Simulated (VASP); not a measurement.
A run of VASP 6.6.1 is set up as follows.

File INCAR:

```
PREC = Accurate
ENCUT = 520
EDIFF = 1E-7
ISMEAR = 0
SIGMA = 0.15
LREAL = False
LASPH = True
NELM = 100
ALGO = Normal
ISIF = 2
LWAVE = False
LCHARG = False
GGA = PS
IVDW = 12
NBANDS = 28
```

KPOINTS

```
Automatic mesh
0
Gamma
  12 12 10
```

Contents of POSCAR:

```
SnO
1.0
    3.7069500000      0.0000000000      0.0000000000
    0.0000000000      3.7069500000      0.0000000000
    0.0000000000      0.0000000000      4.8360000000
Sn O
2 2
Direct
    0.0000000000      0.5000000000      0.2385000000
    0.5000000000      0.0000000000      0.7615000000
    0.0000000000      0.0000000000      0.0000000000
    0.5000000000      0.5000000000      0.0000000000
```

Potentials or basis: VASP PAW PBE potentials, release 64 (Sn_d, O).

Command:

```console
$ cat potpaw_PBE.64/Sn_d/POTCAR potpaw_PBE.64/O/POTCAR > POTCAR
$ mpirun -np 1 vasp_std > vasp.out
```

Task: What does it give for the pressure?

Result: 3.8 GPa.

Task: What does it give for the dispersion energy per atom?

Result: -0.228 eV.

Task: Estimate the band gap on the k mesh.

Result: Zero (bands 20 and 21 overlap by 0.30 eV).

Stress tensor (GPa, compression positive):
```
5.08 0.00 0.00
0.00 5.08 0.00
0.00 0.00 1.37
```

Caveat: the cell differs from its parent crystal (strain -0.025 along x and y, +0.000 along z); the cell stands under pressure; semilocal functionals underestimate gaps, and a narrow one can read as zero; the PAW data sets were made with another functional, which shifts forces and pressure a little; spin-orbit coupling is left out, which moves the levels of the heavy elements.
